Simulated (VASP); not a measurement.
A run of VASP 6.6.1:

The input INCAR:

```
PREC = Accurate
ENCUT = 520
EDIFF = 1E-8
ISMEAR = -1
SIGMA = 0.08
LREAL = False
LASPH = True
NELM = 80
ALGO = Normal
ISIF = 2
LWAVE = False
LCHARG = False
GGA = PE
LEFG = True
NBANDS = 30
```

KPOINTS

```
Automatic mesh
0
Gamma
  14 14 4
```

File POSCAR:

```
Ag
1.0
    2.8765459973      0.0000000000      0.0000000000
   -1.4382729987      2.4911619089      0.0000000000
    0.0000000000      0.0000000000      9.9665549341
Ag
4
Direct
    0.3333333333      0.6666666667      0.2500000000
    0.6666666667      0.3333333333      0.7500000000
    0.0000000000      0.0000000000      0.0000000000
    0.0000000000      0.0000000000      0.5000000000
```

Potentials or basis: VASP PAW PBE potentials, release 64 (Ag).

Command:

```bash
$ cat potpaw_PBE.64/Ag/POTCAR > POTCAR
$ mpirun -np 1 vasp_std > vasp.out
```

Hardware: 1 thread of Intel(R) Xeon(R) Platinum 8259CL CPU @ 2.50GHz (Skylake/Cascade Lake), with other jobs on the host.

**Question.** How long does it take, and how much memory?

**Answer.** It took 2.5 min on 1 thread of Intel(R) Xeon(R) Platinum 8259CL CPU @ 2.50GHz (Skylake/Cascade Lake) (shared host), peak memory 0.26 GiB. Counts: scf iterations 13, k points 72.
